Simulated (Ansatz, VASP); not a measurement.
# One calculation of RbMgH2, two programs

```xyz
8
Lattice="3.9204 0.0000 0.0000 -1.9602 3.3951 0.0000 0.0000 0.0000 12.0496" Properties=species:S:1:pos:R:3 pbc="T T T"
Rb    0.0000    0.0000    0.0000
Rb    0.0000    0.0000    6.0248
Mg    1.9602    1.1317    3.0124
Mg    0.0000    2.2634    9.0372
H     0.0000    0.0000    3.0124
H     0.0000    0.0000    9.0372
H     0.0000    2.2634    3.0124
H     1.9602    1.1317    9.0372
```

Alike in both runs: functional PBE; k mesh 12 × 12 × 4; occupations gaussian, width 0.1 eV; no spin polarisation.

Ansatz relaxed the structure, and its values are those at the end. VASP's run is a single point on that final structure, the one shown.

```csv
,VASP,Ansatz
version,VASP 6.6.1,Ansatz 0.2.0
potentials or method,"VASP PAW PBE potentials, release 64 (Rb_sv, Mg, H), cutoff 520 eV","scalar-relativistic, plane waves, PAW"
valence electrons in the cell,26,42
```

Ansatz gave:

```
gap on the k mesh at the Fermi level (eV) : none
pressure (GPa)                            : 0.0
```

Which values does VASP return?

gap on the k mesh at the Fermi level (eV): none; pressure (GPa): -0.1.

A gap of «none» marks a metal or a gap that the smearing closes. VASP's potentials hold 26 valence electrons a cell and Ansatz's 42, so a difference there can come from the potentials and not from the codes.
